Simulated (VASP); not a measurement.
TaSi2, 9 atoms in the cell. The structure is monoclinic, space group C2 (No. 5). The conventional cell has a = 4.805 Å, b = 8.323 Å, c = 6.599 Å, α = 90.00°, β = 90.00°, γ = 90.00°. Ta (site symmetry 2) has 10 Si at 2.62 to 2.88 Å and 4 Ta at 3.26 Å within 3.5 Å. Ta (site symmetry 1) has 10 Si at 2.62 to 2.84 Å and 4 Ta at 3.26 Å within 3.5 Å. Within 3.4 Å of Si (site symmetry 2) lie 9 Si at 2.56 to 3.37 Å and 5 Ta at 2.63 to 2.88 Å. Within 3.4 Å of Si (site symmetry 1) lie 9 Si at 2.56 to 3.34 Å and 5 Ta at 2.62 to 2.84 Å. Si (site symmetry 1) has 9 Si at 2.57 to 3.37 Å and 5 Ta at 2.62 to 2.84 Å within 3.4 Å. Within 3.4 Å of Si (site symmetry 2) lie 9 Si at 2.57 to 3.34 Å and 5 Ta at 2.62 to 2.84 Å.  This cell differs from its parent crystal: atom 4 (Si) moved -0.040 Å towards its neighbour atom 1 (Ta) at 2.839 Å.

| Property | Result |
| --- | --- |
| Program | VASP 6.6.1 |
| Task | single point |
| Functional | PBE |
| Potentials or basis | VASP PAW PBE potentials, release 64 (Ta_pv, Si) |
| Cutoff | 520 eV |
| k mesh | 9 × 9 × 6 |
| Occupations | gaussian, width 0.15 eV |
| Spin | no spin polarisation |
| Dipole correction | no |
| Further INCAR settings | ALGO = Normal; EDIFF = 1e-06; NBANDS = 38 |

Potentials or basis: VASP PAW PBE potentials, release 64 (Ta_pv, Si).

The run is started by

```sh
$ cat potpaw_PBE.64/Ta_pv/POTCAR potpaw_PBE.64/Si/POTCAR > POTCAR
$ mpirun -np 1 vasp_std > vasp.out
```

Hardware: 1 thread of Intel(R) Xeon(R) 6975P-C (Granite Rapids) (shared host).

Task: Estimate the wall time of this run.

Result: Wall time 5.4 min on 1 thread of Intel(R) Xeon(R) 6975P-C (Granite Rapids) (shared host), peak memory 0.62 GiB. Counts: scf iterations 14, k points 140.
